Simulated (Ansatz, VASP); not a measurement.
# Two plane-wave programs on In

```
In
1.0
     0.00000    2.35726    2.47544
     2.35758    0.00000    2.47544
     2.35758    2.35726    0.00000
In
1
Direct
  0.50000 0.50000 0.50000
```

Alike in both runs: functional PBE; k mesh 20 × 20 × 20; occupations gaussian, width 0.1 eV; no spin polarisation.

Ansatz relaxed the structure, and its values are those at the end. VASP's run is a single point on that final structure, the one shown.

```csv
,VASP,Ansatz
version,VASP 6.6.1,Ansatz 0.2.0
potentials or method,"VASP PAW PBE potentials, release 64 (In_d), cutoff 520 eV","scalar-relativistic, plane waves, PAW"
valence electrons in the cell,13,13
```

|  | VASP | Ansatz | Ansatz less VASP |
| --- | --- | --- | --- |
| gap on the k mesh at the Fermi level (eV) | none | none | - |
| pressure (GPa) | 0.0 | 0.0 | +0.03 |

A gap of «none» marks a metal or a gap that the smearing closes.
